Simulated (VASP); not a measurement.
# SiC (Cmcm) in VASP: further runs, part 2 of 2

VASP 6.6.1. Earlier steps stand in the parts before.

## 3. Single point, PBE

This run uses another cell than the first one, of 10.89 Å³/atom, 1.064 times its volume.

Input file INCAR:

```
ALGO = Normal ; EDIFF = 1E-6
ENCUT = 520 ; GGA = PE
ISIF = 2 ; ISMEAR = 0
LASPH = True ; LCHARG = False
LREAL = False ; LWAVE = False
NBANDS = 16 ; NELM = 60
PREC = Accurate ; SIGMA = 0.1
```

Input file KPOINTS:

```
k-points
0
Gamma
  6 6 6
```

Input file POSCAR:

```
SiC
1.0
    1.5705965164     -5.5823466804      0.0000000000
    1.5705965164      5.5823466804      0.0000000000
    0.0000000000      0.0000000000      2.4841529543
Si C
2 2
Direct
    0.8323105782      0.1676894218      0.7500000000
    0.1676894218      0.8323105782      0.2500000000
    0.5307522239      0.4692477761      0.7500000000
    0.4692477761      0.5307522239      0.2500000000
```

Potentials or basis: VASP PAW PBE potentials, release 64 (Si, C).

Launch:

```sh
$ cat potpaw_PBE.64/Si/POTCAR potpaw_PBE.64/C/POTCAR > POTCAR
$ mpirun -np 1 vasp_std > vasp.out
```

OUTCAR:

```text
EDIFF = 1E-6
   ENCUT = 520
   GGA = PE
   ISIF = 2
   ISMEAR = 0
   LASPH = True
   LREAL = False
   NELM = 60
   PREC = Accurate

 ion  position               nearest neighbor table
   1  0.832  0.168  0.750-   4 2.52   4 2.52   4 2.52   4 2.52   2 2.72   2 2.72   2 2.72   2 2.72

   2  0.168  0.832  0.250-   3 2.52   3 2.52   3 2.52   3 2.52   1 2.72   1 2.72   1 2.72   1 2.72

   3  0.531  0.469  0.750-   4 1.42   4 1.42   2 2.52   2 2.52   2 2.52   2 2.52
   4  0.469  0.531  0.250-   3 1.42   3 1.42   1 2.52   1 2.52   1 2.52   1 2.52

  LATTYP: Found a base centered orthorhombic cell.
 ALAT       =     3.1411930328
 B/A-ratio  =     3.5542843895
 C/A-ratio  =     0.7908310404

  Lattice vectors:

 A1 = (   1.5705965164,  -5.5823466804,   0.0000000000)
 A2 = (   1.5705965164,   5.5823466804,   0.0000000000)
 A3 = (   0.0000000000,   0.0000000000,   2.4841529543)

Analysis of symmetry for initial positions (statically):
=====================================================================
 Subroutine PRICEL returns:
 Original cell was already a primitive cell.

 Routine SETGRP: Setting up the symmetry group for a
 base centered orthorhombic supercell.

 Subroutine GETGRP returns: Found  8 space group operations
 (whereof  4 operations were pure point group operations)
 out of a pool of  8 trial point group operations.

The static configuration has the point symmetry C_2h.
 The point group associated with its full space group is D_2h.

Analysis of symmetry for dynamics (positions and initial velocities):
=====================================================================
 Subroutine PRICEL returns:
 Original cell was already a primitive cell.

 Routine SETGRP: Setting up the symmetry group for a
 base centered orthorhombic supercell.
[... 122 lines left out ...]
   NUPDOWN=      -1.0000    fix difference up-down
   EMIN   =  10.00;   EMAX   =-10.00  energy-range for DOS
   EFERMI =   0.00;   METHOD = LEGACY
   ISMEAR =     0;   SIGMA  =   0.10  broadening in eV -4-tet -1-fermi 0-gaus
   EFERMI_NEDOS =   21; number of points for ismear=-14 and -15
   IALGO  =     38    algorithm
   IMIX   =      4    mixing-type and parameters
     AMIX     =   0.40;   BMIX     =  1.00
     AMIX_MAG =   1.60;   BMIX_MAG =  1.00
  volume/ion in A,a.u.               =      10.89        73.49
  Fermi-wavevector in a.u.,A,eV,Ry     =   1.172425  2.215561 18.702287  1.374579
  Thomas-Fermi vector in A             =   2.308853
   LORBIT       =      0    0 simple, 1 ext, 2 COOP (PROOUT), +10 PAW based schemes
   GGA     = PE    functional components
   LHFCALC =     F    Hartree Fock is set to
   AEXX    =    0.0000 exact exchange contribution
   IVDW    =     0    specifies the selected vdW correction
   LEPSILON=     F    determine dielectric tensor
   LRPA    =     F    only Hartree local field effects (RPA)
 non-spin polarized calculation
 Gauss-broadening in eV      SIGMA  =   0.10
  energy-cutoff  :      520.00
  volume of cell :       43.56
 maximum number of plane-waves:      1193
 NGX is ok and might be reduce to    48
   NGX = 21   NGY = 21   NGZ =  9

 number of electron      16.0000001 magnetization

 Free energy of the ion-electron system (eV)
  ---------------------------------------------------
  ext. energy  EPLUGINS =         0.00000000
  ---------------------------------------------------
  free energy    TOTEN  =       -24.60238249 eV

  energy without entropy =      -24.59975243  energy(sigma->0) =      -24.60106746

 E-fermi :   9.2631     XC(G=0): -11.4574

 val. band max:        9.2177449540   @ k =  -0.1667   0.1667   0.1667
 cond. band min:       9.3199086265   @ k =   0.0000   0.0000   0.3333
 fundamental gap:      0.1021636725
 Fermi energy:         9.2631160874

 k-point     1 :       0.0000    0.0000    0.0000
  band No.  band energies     occupation
      1      -9.0042      2.00000
      2      -3.2314      2.00000
      3      -1.9113      2.00000
      4       3.6950      2.00000
      5       3.9750      2.00000
      6       6.9013      2.00000
[... 433 lines left out ...]
      3       1.2774      2.00000
      4       1.8751      2.00000
      5       3.0659      2.00000
      6       4.7465      2.00000
[... 8 lines left out ...]
     15      16.7717      0.00000
     16      19.5869      0.00000

 [... further k-points ...]
[... 5 lines left out ...]
  --------------------------------------------------------------------------------------
  -------------------------------------------------------------------------------------
  Total       -0.0729874      0.1027973      0.1233191      0.0000000     -0.0000000      0.0000000
  in kB       -2.6845320      3.7809630      4.5357732      0.0000000     -0.0000000      0.0000000
  external PRESSURE =       1.8774014 kB  Pullay stress =       0.0000000 kB

 VOLUME and BASIS-vectors are now :
 -----------------------------------------------------------------------------
  energy-cutoff  :      520.00
  volume of cell :       43.56
      direct lattice vectors                 reciprocal lattice vectors
     1.570596516 -5.582346680  0.000000000     0.318350381 -0.089568067  0.000000000
     1.570596516  5.582346680  0.000000000     0.318350381  0.089568067  0.000000000
     0.000000000  0.000000000  2.484152954     0.000000000  0.000000000  0.402551702

 POSITION                                       TOTAL-FORCE (eV/Angst)
 -----------------------------------------------------------------------------------
      1.57060     -3.71015      1.86311         0.000000     -0.022261     -0.000000
      1.57060      3.71015      0.62104         0.000000      0.022261      0.000000
      1.57060     -0.34334      1.86311         0.000000     -0.022483      0.000000
      1.57060      0.34334      0.62104         0.000000      0.022483     -0.000000
 -----------------------------------------------------------------------------------
    total drift:                                0.000000      0.000000     -0.000000

  FREE ENERGIE OF THE ION-ELECTRON SYSTEM (eV)
  ---------------------------------------------------
  free  energy   TOTEN  =       -24.6023824939 eV

  energy  without entropy=      -24.5997524294  energy(sigma->0) =      -24.60106746
```

It took 16 s on 1 thread of Intel Xeon 6975P-C (Granite Rapids), shared host; peak memory 0.19 GiB.

What came out:

```yaml
Free_energy: -24.6024 eV
Pressure: 0.2 GPa
Largest_force: 0.022 eV/Å
Band_gap_on_the_k_mesh: zero (band 8 reaches 10.87 eV, above the bottom of band 9 at 7.22 eV)
```

Forces on the atoms (eV/Å):
```
Si   0.000 -0.022  0.000
Si   0.000  0.022  0.000
C    0.000 -0.022  0.000
C    0.000  0.022  0.000
```

Caveat: the k points lie up to 0.42 Å⁻¹ apart.

## 4. Relaxation of cell and atoms, PBE

Input file INCAR:

```
PREC = Accurate
ENCUT = 600
EDIFF = 1E-7
ISMEAR = 0
SIGMA = 0.1
LREAL = F
LASPH = T
NELM = 60
ALGO = Normal
ISIF = 3
LWAVE = F
LCHARG = F
GGA = PE
IBRION = 2
NSW = 90
EDIFFG = -0.04
```

Input file KPOINTS:

```
regular mesh
0
Gamma
  6 6 6
```

Input file POSCAR:

```
SiC
1.0
    1.5746186512     -4.1546525898      0.0000000000
    1.5746186512      4.1546525898      0.0000000000
    0.0000000000      0.0000000000      3.1279586720
Si C
2 2
Direct
    0.8540000000      0.1460000000      0.7500000000
    0.1460000000      0.8540000000      0.2500000000
    0.5500000000      0.4500000000      0.7500000000
    0.4500000000      0.5500000000      0.2500000000
```

Launch:

```sh
$ cat potpaw_PBE.64/Si/POTCAR potpaw_PBE.64/C/POTCAR > POTCAR
$ mpirun -np 1 vasp_std > vasp.out
```

It took 10 min on 1 thread of Intel Xeon 6975P-C (Granite Rapids), shared host; peak memory 0.19 GiB.

The run converged. Its results:

| Item | Value |
| --- | --- |
| Free energy | -27.4084 eV |
| Relaxed volume | 10.12 Å³/atom |
| Relaxed cell | a = 5.469 Å, b = 5.469 Å, c = 2.554 Å, α = 90.00°, β = 90.00°, γ = 148.00° |
| Space group after relaxing (to 0.05 Å) | Cmcm (No. 63) |
| Energy gained by relaxing | 1532.0 meV/atom |
| Ionic steps | 73 |
| Pressure after relaxing | -0.3 GPa |
| Largest force after relaxing | 0.026 eV/Å |
| Band gap on the k mesh | zero (band 8 reaches 11.99 eV, above the bottom of band 9 at 8.23 eV) |

Forces on the atoms (eV/Å):
```
Si   0.000 -0.026  0.000
Si   0.000  0.026  0.000
C    0.000  0.025  0.000
C    0.000 -0.025  0.000
```

The path:
```csv
step,energy change (eV),largest force (eV/Å),pressure (GPa),volume (Å³)
1,0.0000,0.6990,1.61,40.93
3,-2.0172,0.7142,-12.71,42.37
5,-3.1318,0.8390,2.67,42.06
7,-3.2301,0.1851,8.17,43.08
9,-3.3113,0.5161,0.03,47.00
11,-3.5474,0.9592,-3.18,51.95
13,-3.6361,1.0027,-6.46,53.85
15,-3.6592,0.9191,-8.31,54.82
17,-3.6743,0.9009,-8.65,55.09
19,-3.7138,0.7994,-10.26,56.29
21,-3.8063,0.7375,-8.89,56.12
23,-4.0739,0.5867,-1.81,55.33
25,-4.1071,0.5885,2.36,54.91
27,-4.1121,0.5853,1.91,55.02
29,-4.1516,0.5294,0.25,55.78
31,-4.1848,0.1376,-3.58,57.25
33,-4.1972,0.0562,-3.04,57.07
35,-4.2114,0.1921,-0.23,55.86
37,-4.2270,0.2366,-0.66,54.70
39,-4.2339,0.3137,-0.32,54.04
41,-4.3067,1.1969,3.72,50.13
43,-3.8323,4.9487,47.88,35.75
45,-4.2805,4.1347,20.52,42.00
47,-4.2819,4.1531,20.66,41.94
49,-4.2877,4.2340,21.26,41.67
51,-4.3043,4.5147,24.02,40.58
53,-4.3042,4.6557,26.63,39.74
55,-4.3528,4.5561,26.54,39.50
57,-4.5351,3.9404,26.94,38.43
59,-4.7007,2.4065,27.16,37.30
61,-5.2100,1.1629,7.18,40.00
63,-5.3684,1.4278,-8.25,42.93
65,-5.7385,1.3774,-8.79,42.65
67,-6.0986,0.6401,-2.72,40.82
69,-6.1242,0.1707,0.95,40.13
71,-6.1270,0.0623,0.29,40.27
73,-6.1281,0.0263,-0.31,40.49
```

Final structure:
```
CELL_PARAMETERS angstrom
1.50738 -5.25766 0.00000
1.50738 5.25766 0.00000
0.00000 0.00000 2.55450
ATOMIC_POSITIONS crystal
Si 0.83734 0.16266 0.75000
Si 0.16266 0.83734 0.25000
C 0.46161 0.53839 0.75000
C 0.53839 0.46161 0.25000
```

Levels at points of the mesh, in eV from the Fermi level:
| k point | band 4 | band 5 | band 6 | band 7 | band 8 | band 9 | band 10 | band 11 | band 12 |
| --- | --- | --- | --- | --- | --- | --- | --- | --- | --- |
| (0.00, 0.00, 0.00) | -4.92 | -4.29 | -1.83 | -0.29 | -0.09 | 2.33 | 5.12 | 5.31 | 6.41 |
| (0.50, 0.00, 0.00) | -9.45 | -5.56 | -5.06 | -3.97 | -0.55 | 2.56 | 5.81 | 7.57 | 9.64 |
| (0.50, 0.50, 0.00) | -6.69 | -5.04 | -4.28 | 1.08 | 1.11 | 2.47 | 3.87 | 3.98 | 6.11 |
| (0.00, 0.00, 0.50) | -7.56 | -6.05 | -6.05 | -1.07 | -1.07 | 2.58 | 2.58 | 6.46 | 6.46 |
| (0.50, 0.00, 0.50) | -6.54 | -5.92 | -5.92 | -3.54 | -3.54 | -1.34 | -1.34 | 2.87 | 2.87 |
| (0.50, 0.50, 0.50) | -8.90 | -3.61 | -3.61 | -1.11 | -1.11 | 0.59 | 0.59 | 7.32 | 7.32 |

## 5. Summary

```tsv
task	cell	cutoff (eV)	gap on the mesh (eV)	pressure (GPa)	largest force (eV/Å)
single point	a = 4.443, b = 4.443, c = 3.128 Å, angles 90.0, 90.0, 138.5°, 4 atoms	520	none	1.7	0.70
single point	a = 5.799, b = 5.799, c = 2.484 Å, angles 90.0, 90.0, 148.6°, 4 atoms	520	none	0.2	0.02
relaxation of cell and atoms	relaxed from a = 4.443, b = 4.443, c = 3.128 Å, angles 90.0, 90.0, 138.5°, 4 atoms	600	none	-0.3	0.03
```

Alike in all rows: level PBE; potentials or basis VASP PAW PBE potentials, release 64 (Si, C); no spin polarisation; k mesh 6 × 6 × 6; smearing gaussian 0.1 eV.

Caveats: some runs use coarse meshes.

Total energies depend on the potentials used, so only differences within one code and one set of settings carry meaning.
